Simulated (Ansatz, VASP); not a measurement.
**Hg in VASP and in Ansatz**

File INCAR:

```
SYSTEM = Hg
  PREC = Accurate
  ENCUT = 520
  EDIFF = 1E-6
  ISMEAR = 0
  SIGMA = 0.1
  LREAL = .False.
  LASPH = .True.
  NELM = 100
  ALGO = Fast
  ISIF = 2
  LWAVE = .False.
  LCHARG = .False.
  GGA = PS
  NBANDS = 32
```

Contents of KPOINTS:

```
regular mesh
0
Gamma
  8 8 12
  0 0 0
```

Contents of POSCAR:

```
Hg
1.0
    2.6338135130     -5.6547779458      0.0000000000
    2.6338135130      5.6547779458      0.0000000000
    0.0000000000      0.0000000000      3.2125295951
Hg
4
Direct
    0.3701913650      0.6298086350      0.4714515861
    0.8701913650      0.1298086350      1.0285484139
    0.1298086350      0.8701913650     -0.0285484139
    0.6298086350      0.3701913650      0.5285484139
```

Input for Ansatz:

```yaml
crystal:
  lattice:
    - [2.633813513, -5.6547779458, 0.0]
    - [2.633813513, 5.6547779458, 0.0]
    - [0.0, 0.0, 3.2125295951]
  atoms:
    - { symbol: Hg, position: [0.370191365, 0.629808635, 0.4714515861] }
    - { symbol: Hg, position: [0.870191365, 0.129808635, 1.0285484139] }
    - { symbol: Hg, position: [0.129808635, 0.870191365, -0.0285484139] }
    - { symbol: Hg, position: [0.629808635, 0.370191365, 0.5285484139] }
basis:
  ecutwfc: 420
kpoints:
  mp_grid: { grid: [8, 8, 12] }
hamiltonian:
  xc: pbesol
scf:
  occupations: { method: gaussian, width: 0.1 }
output:
  forces: true
  stress: true
  eigenvalues: true
```

Alike in both runs: task single point; functional PBEsol; k mesh 8 × 8 × 12; occupations gaussian, width 0.1 eV; no spin polarisation.

|  | VASP | Ansatz |
| --- | --- | --- |
| version | VASP 6.6.1 | Ansatz 0.2.0 |
| potentials or method | VASP PAW PBE potentials, release 64 (Hg), cutoff 520 eV | scalar-relativistic, plane waves, PAW |
| valence electrons in the cell | 48 | 80 |

```tsv
	VASP	Ansatz	Ansatz less VASP
gap on the k mesh at the Fermi level (eV)	none	none	-
pressure (GPa)	0.7	0.3	-0.41
traceless stress, the component that is largest in VASP (GPa)	-0.57	-0.54	+0.028
rms of the force components (eV/Å)	0.047	0.044	-0.0031
```

VASP's potentials were made for PBE, not for PBEsol. Atom by atom the forces differ by 0.005 eV/Å (rms over components). A gap of «none» marks a metal or a gap that the smearing closes. The functional is the same, so the differences come from potentials, cutoffs and numerics. VASP's potentials hold 48 valence electrons a cell and Ansatz's 80, so a difference there can come from the potentials and not from the codes.

Neither program's run includes spin-orbit coupling.
